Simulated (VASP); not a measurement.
A run of VASP 6.6.1 is set up as follows.

The input INCAR:

```
SYSTEM = TaN
  ALGO = Normal
  EDIFF = 1E-6
  ENCUT = 700
  GGA = PS
  GGA_COMPAT = .False.
  ISIF = 2
  ISMEAR = 0
  LASPH = .True.
  LCHARG = .True.
  LELF = .True.
  LREAL = .False.
  LVHAR = .True.
  LWAVE = .False.
  NBANDS = 16
  NELM = 120
  PREC = Accurate
  SIGMA = 0.1
```

File KPOINTS:

```
k-points
0
Gamma
  16 16 16
  0 0 0
```

POSCAR

```
TaN
1.0
    0.0000000000      2.1790000000      2.1790000000
    2.1790000000      0.0000000000      2.1790000000
    2.1790000000      2.1790000000      0.0000000000
Ta N
1 1
Direct
    0.5000000000      0.5000000000      0.5000000000
    0.0000000000      0.0000000000      0.0000000000
```

Potentials or basis: VASP PAW PBE potentials, release 64 (Ta_sv_GW, N).

Launch:

```console
$ cat potpaw_PBE.64/Ta_sv_GW/POTCAR potpaw_PBE.64/N/POTCAR > POTCAR
$ mpirun -np 1 vasp_std > vasp.out
```

What does it give for the pressure?

4.5 GPa.

Predict the band gap on the k mesh.

zero (bands 9 and 10 overlap by 4.20 eV).

Caveat: the cell stands under pressure; the PAW data sets were made with another functional, which shifts forces and pressure a little; spin-orbit coupling is left out, which moves the levels of the heavy elements.
